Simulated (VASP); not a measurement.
## HPt6: single point with PBE

HPt6, a slab with vacuum:

```
CELL_PARAMETERS angstrom
5.61433 0.00000 0.00000
0.00000 5.61433 0.00000
0.00000 0.00000 21.85138
ATOMIC_POSITIONS crystal
Pt 0.25000 0.25000 0.18305
Pt 0.25000 0.75000 0.18305
Pt 0.75000 0.25000 0.18305
Pt 0.75000 0.75000 0.18305
Pt 0.00000 0.00000 0.27121
Pt 0.00000 0.50000 0.27121
Pt 0.50000 0.00000 0.27121
Pt 0.50000 0.50000 0.27121
Pt 0.25000 0.25000 0.35931
Pt 0.25000 0.75000 0.35931
Pt 0.75000 0.25000 0.35931
Pt 0.75000 0.75000 0.35931
H 0.93321 0.00000 0.47829
H 0.06679 0.00000 0.47829
```

```yaml
Program: VASP 6.6.1
Task: single point
Functional: PBE
Potentials_or_basis: VASP PAW PBE potentials, release 64 (Pt, H)
Cutoff: 520 eV
k_mesh: 5 × 5 × 1
Occupations: gaussian, width 0.1 eV
Spin: no spin polarisation
Dipole_correction: yes
Further_INCAR_settings: ALGO = Normal; EDIFF = 1e-06; NBANDS = 74
```

The largest force is 0.154 eV/Å. The band gap on the k mesh is zero (bands 61 and 62 overlap by 0.16 eV).

Forces on the atoms (eV/Å):
```
Pt  -0.005 -0.002  0.012
Pt  -0.005  0.002  0.012
Pt   0.005 -0.002  0.012
Pt   0.005  0.002  0.012
Pt   0.000  0.000 -0.022
Pt   0.000  0.000  0.005
Pt   0.000  0.000 -0.001
Pt   0.000  0.000 -0.073
Pt   0.018  0.016 -0.037
Pt   0.018 -0.016 -0.037
Pt  -0.018  0.016 -0.037
Pt  -0.018 -0.016 -0.037
H   -0.121  0.000  0.096
H    0.121  0.000  0.096
```

Levels at points of the mesh, in eV from the Fermi level:
```
           k point  band 59  band 60  band 61  band 62  band 63  band 64
(0.00, 0.00, 0.00)     0.08     0.14     0.14     0.35     0.78     0.81
```

Wall time 19 min on 1 thread of Intel(R) Xeon(R) Platinum 8488C (Sapphire Rapids), with other jobs on the host, peak memory 0.79 GiB.

Caveat: spin-orbit coupling is left out, which moves the levels of the heavy elements.
